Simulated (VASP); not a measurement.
# SrCl2: single point with LDA

Crystal: SrCl2.

```
Sr Cl
1.0
     0.00000    3.50858    3.50858
     3.50858    0.00000    3.50858
     3.50858    3.50858    0.00000
Sr Cl
1 2
Direct
  0.00000 0.00000 0.00000
  0.25000 0.25000 0.25000
  0.75000 0.75000 0.75000
```

This cell differs from its parent crystal: volume scaled by 1.02.

- Program: VASP 6.6.1
- Task: single point
- Functional: LDA
- Potentials or basis: VASP PAW LDA potentials, release 64 (Sr_sv, Cl)
- Cutoff: 520 eV
- k mesh: 8 × 8 × 8
- Occupations: fermi-dirac, width 0.01 eV
- Spin: no spin polarisation
- Dipole correction: no
- Further INCAR settings: ALGO = Normal; EDIFF = 1e-06; NBANDS = 19

* Pressure: -3.3 GPa
* Band gap on the k mesh: 4.82 eV, indirect (least direct gap 5.16 eV)

Levels at points of the mesh, in eV from the valence-band top:
| k point | band 10 | band 11 | band 12 | band 13 | band 14 | band 15 |
| --- | --- | --- | --- | --- | --- | --- |
| (0.00, 0.00, 0.00) | -0.34 | -0.34 | -0.34 | 4.82 | 5.82 | 5.82 |
| (0.50, 0.00, 0.00) | -1.34 | -1.06 | -1.06 | 6.43 | 6.43 | 7.23 |
| (0.50, 0.50, 0.00) | -0.41 | -0.41 | 0.00 | 5.16 | 6.76 | 7.31 |

It took 46 s on 1 thread of Intel(R) Xeon(R) Platinum 8488C (Sapphire Rapids) (shared host), peak memory 0.21 GiB.

 A k mesh can miss the band edges.
